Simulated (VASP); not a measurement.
Co:

```xyz
3
Lattice="3.9701 0.0000 0.0000 -1.9851 3.4382 0.0000 0.0000 0.0000 2.4337" Properties=species:S:1:pos:R:3 pbc="T T T"
Co    0.0000    0.0000    0.0000
Co    0.0000    2.2922    1.2168
Co    1.9851    1.1461    1.2168
```

| Property | Result |
| --- | --- |
| Program | VASP 6.6.1 |
| Task | relaxation of cell and atoms |
| Functional | revPBE |
| Potentials or basis | VASP PAW PBE potentials, release 64 (Co) |
| Cutoff | 600 eV |
| k mesh | 9 × 9 × 13 |
| Occupations | fermi-dirac, width 0.1 eV |
| Spin | no spin polarisation |

At the start: pressure -6.5 GPa; volume 11.07 Å³/atom.

**Question.** How do energy, volume and symmetry change on relaxing?

**Answer.** Over 5 steps the energy falls by 7.3 meV/atom and the volume is 10.73 Å³/atom (-3.1 %); space group P6/mmm (No. 191, to 0.05 Å).

Step by step:
```csv
step,energy change (eV),largest force (eV/Å),pressure (GPa),volume (Å³)
1,0.0000,0.0000,-6.53,33.22
2,0.0048,0.0000,8.22,31.10
3,-0.0220,0.0000,-0.01,32.18
4,-0.0220,0.0000,0.12,32.16
5,-0.0220,0.0000,-0.11,32.20
```

Final structure:
```xyz
3
Lattice="3.9290 0.0000 0.0000 -1.9645 3.4026 0.0000 0.0000 0.0000 2.4082" Properties=species:S:1:pos:R:3 pbc="T T T"
Co    1.9645    3.4026    2.4082
Co    0.0000    2.2684    1.2041
Co    1.9645    1.1342    1.2041
```

Caveat: the PAW data sets were made with another functional, which shifts forces and pressure a little; the run has no spin polarisation, though such a crystal can be magnetic.
